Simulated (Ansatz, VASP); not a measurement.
## Two plane-wave programs on GaN

```
Ga N
1.0
     0.00000    2.25350    2.25350
     2.25350    0.00000    2.25350
     2.25350    2.25350    0.00000
Ga N
1 1
Direct
  0.00000 0.00000 0.95293
  0.75000 0.75000 0.75000
```

Alike in both runs: task single point; functional PBE; k mesh 10 × 10 × 10; occupations gaussian, width 0.05 eV; no spin polarisation.

```csv
,VASP,Ansatz
version,VASP 6.6.1,Ansatz 0.2.0
potentials or method,"VASP PAW PBE potentials, release 64 (Ga_d, N), cutoff 520 eV","scalar-relativistic, plane waves, PAW"
valence electrons in the cell,18,18
```

```csv
,VASP,Ansatz,Ansatz less VASP
gap on the k mesh at the Fermi level (eV),1.50,1.49,-0.005
least direct gap on the mesh (eV),1.50,1.49,-0.005
pressure (GPa),7.3,7.3,+0.05
"traceless stress, the component that is largest in VASP (GPa)",6.64,6.82,+0.172
rms of the force components (eV/Å),1.155,1.175,+0.0199
```

Atom by atom the forces differ by 0.020 eV/Å (rms over components).
